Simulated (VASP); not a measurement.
# Pb (Fm-3m) in VASP: notebook, part 2 of 2

VASP 6.6.1.

## (3) Single point, PBE

This run uses another cell than the first one, of 32.01 Å³/atom.

Contents of INCAR:

```
SYSTEM = Pb
ALGO = Normal ; EDIFF = 1E-6
ENCUT = 500 ; GGA = PE
GGA_COMPAT = .FALSE. ; ISIF = 2
ISMEAR = -1 ; LASPH = .TRUE.
LCHARG = .TRUE. ; LELF = .TRUE.
LREAL = .FALSE. ; LVHAR = .TRUE.
LWAVE = .FALSE. ; NBANDS = 13
NELM = 120 ; PREC = Accurate
SIGMA = 0.08
```

Contents of KPOINTS:

```
k-points
0
G
  14 14 14
  0 0 0
```

Contents of POSCAR:

```
Pb
1.0
    0.0000000000      2.5202296894      2.5202296894
    2.5202296894      0.0000000000      2.5202296894
    2.5202296894      2.5202296894      0.0000000000
Pb
1
Direct
    0.0000000000      0.0000000000      0.0000000000
```

Potentials or basis: VASP PAW PBE potentials, release 64 (Pb_d).

On the command line:

```bash
> cat potpaw_PBE.64/Pb_d/POTCAR > POTCAR
> mpirun -np 1 vasp_std > vasp.out
```

OUTCAR:

```text
SYSTEM = Pb
   EDIFF = 1E-6
   ENCUT = 500
   GGA = PE
   ISIF = 2
   ISMEAR = -1
   LASPH = .TRUE.
   LREAL = .FALSE.
   NELM = 120
   PREC = Accurate

 ion  position               nearest neighbor table
   1  0.000  0.000  0.000-

  LATTYP: Found a face centered cubic cell.
 ALAT       =     5.0404593788

  Lattice vectors:

 A1 = (   0.0000000000,   2.5202296894,   2.5202296894)
 A2 = (   2.5202296894,   0.0000000000,   2.5202296894)
 A3 = (   2.5202296894,   2.5202296894,   0.0000000000)

Analysis of symmetry for initial positions (statically):
[... 555 lines left out ...]
      8      11.1883      0.00000
      9      11.3722      0.00000
     10      14.9781      0.00000
     11      16.4762      0.00000
     12      19.8857      0.00000
     13      20.7808      0.00000

 [... further k-points ...]
[... 5 lines left out ...]
  --------------------------------------------------------------------------------------
  -------------------------------------------------------------------------------------
  Total       -0.0075891     -0.0075891     -0.0075891     -0.0000000      0.0000000      0.0000000
  in kB       -0.3797949     -0.3797949     -0.3797949     -0.0000000      0.0000000      0.0000000
  external PRESSURE =      -0.3797949 kB  Pullay stress =       0.0000000 kB

 VOLUME and BASIS-vectors are now :
 -----------------------------------------------------------------------------
  energy-cutoff  :      500.00
  volume of cell :       32.01
      direct lattice vectors                 reciprocal lattice vectors
     0.000000000  2.520229689  2.520229689    -0.198394615  0.198394615  0.198394615
     2.520229689  0.000000000  2.520229689     0.198394615 -0.198394615  0.198394615
     2.520229689  2.520229689  0.000000000     0.198394615  0.198394615 -0.198394615

 POSITION                                       TOTAL-FORCE (eV/Angst)
 -----------------------------------------------------------------------------------
      0.00000      0.00000      0.00000         0.000000      0.000000      0.000000
 -----------------------------------------------------------------------------------
    total drift:                               -0.000000     -0.000000     -0.000000

  FREE ENERGIE OF THE ION-ELECTRON SYSTEM (eV)
  ---------------------------------------------------
  free  energy   TOTEN  =        -3.5726509059 eV

  energy  without entropy=       -3.5627481745  energy(sigma->0) =       -3.56769954
```

OSZICAR:

```text
N       E                     dE             d eps       ncg     rms          rms(c)
DAV:   1     0.105961157051E+03    0.10596E+03   -0.70722E+03  2769   0.121E+03
DAV:   2     0.153869324873E+01   -0.10442E+03   -0.10109E+03  2799   0.302E+02
DAV:   3    -0.345895612536E+01   -0.49976E+01   -0.49794E+01  3397   0.722E+01
DAV:   4    -0.357690983558E+01   -0.11795E+00   -0.11793E+00  3340   0.120E+01
DAV:   5    -0.358230876765E+01   -0.53989E-02   -0.53987E-02  3840   0.236E+00    0.480E-01
DAV:   6    -0.357432655517E+01    0.79822E-02   -0.11886E-02  3496   0.188E+00    0.245E-01
DAV:   7    -0.357264782900E+01    0.16787E-02   -0.53078E-03  3534   0.116E+00    0.898E-02
DAV:   8    -0.357265287662E+01   -0.50476E-05   -0.40591E-04  3449   0.320E-01    0.100E-02
DAV:   9    -0.357265143255E+01    0.14441E-05   -0.10635E-05  3906   0.536E-02    0.457E-03
DAV:  10    -0.357265090593E+01    0.52662E-06   -0.10193E-06  2918   0.113E-02
   1 F= -.35726509E+01 E0= -.35676995E+01  d E =-.990273E-02
```

stdout:

```text
POSCAR found type information on POSCAR Pb
 POSCAR found :  1 types and       1 ions
 scaLAPACK will be used
 LDA part: xc-table for (Slater+PW92), standard interpolation
 POSCAR, INCAR and KPOINTS ok, starting setup
 FFT: planning ... GRIDC
 FFT: planning ... GRID_SOFT
 FFT: planning ... GRID
 WAVECAR not read
 entering main loop
```

Run time: 38 s. Hardware: 1 thread of Intel Xeon 8259CL, shared host; peak memory 0.18 GiB.

What came out:

* Free energy: -3.5727 eV
* Pressure: 0.0 GPa
* Band gap on the k mesh: zero (bands 7 and 8 overlap by 8.44 eV)

Caveat: spin-orbit coupling is left out, which moves the levels of the heavy elements.

## (4) Relaxation of cell and atoms, PBE

This run uses another cell than the first one, of 31.91 Å³/atom.

Contents of INCAR:

```
SYSTEM = Pb
PREC     = Accurate       ! precision mode
ENCUT    = 500            ! plane-wave cutoff, eV
EDIFF    = 1E-7           ! SCF threshold, eV
ISMEAR   = -1             ! smearing method
SIGMA    = 0.08           ! smearing width, eV
LREAL    = .FALSE.        ! projectors in reciprocal space
LASPH    = .TRUE.         ! aspherical terms in the spheres
NELM     = 120            ! most SCF steps
ALGO     = Normal         ! electronic algorithm
ISIF     = 3              ! what is computed and relaxed
LWAVE    = .FALSE.        ! write WAVECAR
LCHARG   = .FALSE.        ! write CHGCAR
GGA      = PE             ! functional
IBRION   = 2              ! ionic algorithm
NSW      = 60             ! ionic steps
EDIFFG   = -0.005         ! ionic threshold
GGA_COMPAT= .FALSE.      
NELMIN   = 4
```

Contents of KPOINTS:

```
Automatic mesh
0
G
  14 14 14
  0 0 0
```

Contents of POSCAR:

```
Pb
1.0
    0.0000000000      2.5175827160      2.5175827160
    2.5175827160      0.0000000000      2.5175827160
    2.5175827160      2.5175827160      0.0000000000
Pb
1
Direct
    0.0000000000      0.0000000000      0.0000000000
```

On the command line:

```bash
> cat potpaw_PBE.64/Pb_d/POTCAR > POTCAR
> mpirun -np 1 vasp_std > vasp.out
```

It took 51 s on 1 thread of Intel Xeon 8259CL, shared host; peak memory 0.18 GiB.

Results (log left out):

| Property | Result |
| --- | --- |
| Free energy | -3.5726 eV |
| Relaxed volume | 31.99 Å³/atom |
| Relaxed cell | a = 3.563 Å, b = 3.563 Å, c = 3.563 Å, α = 60.00°, β = 60.00°, γ = 60.00° |
| Space group after relaxing (to 0.1 Å) | Fm-3m (No. 225) |
| Energy gained by relaxing | 0.0 meV/atom |
| Ionic steps | 2 |
| Pressure after relaxing | 0.0 GPa |
| Band gap on the k mesh | zero (bands 7 and 8 overlap by 8.45 eV) |

Final structure:
```xyz
1
Lattice="0.0000 2.5196 2.5196 2.5196 0.0000 2.5196 2.5196 2.5196 0.0000" Properties=species:S:1:pos:R:3 pbc="T T T"
Pb    5.0392    2.5196    2.5196
```

Levels at points of the mesh, in eV from the Fermi level:
```tsv
k point	band 5	band 6	band 7	band 8	band 9	band 10
(0.00, 0.00, 0.00)	-16.94	-11.42	6.98	6.98	6.98	9.71
(0.50, 0.00, 0.00)	-16.82	-8.10	-3.96	5.27	5.27	8.98
(0.50, 0.50, 0.00)	-16.79	-6.81	-3.08	1.97	1.97	5.21
```

Caveat: spin-orbit coupling is left out, which moves the levels of the heavy elements.

## (5) Overview

| task | cell | k mesh | gap on the mesh (eV) | pressure (GPa) |
| --- | --- | --- | --- | --- |
| single point | a = 2.844 Å, angles 60.0°, 1 atom | 16 × 16 × 16 | none | 141.2 |
| single point | a = 3.564 Å, angles 60.0°, 1 atom | 14 × 14 × 14 | none | 0.0 |
| relaxation of cell and atoms | relaxed from a = 3.560 Å, angles 60.0°, 1 atom | 14 × 14 × 14 | none | 0.0 |

Alike in all rows: level PBE; potentials or basis VASP PAW PBE potentials, release 64 (Pb_d); no spin polarisation; cutoff (eV) 500; smearing fermi-dirac 0.08 eV.

Caveats: spin-orbit coupling is left out, which moves the levels of the heavy elements; the cell stands under pressure (at least some runs).

Total energies depend on the potentials used, so only differences within one code and one set of settings carry meaning.
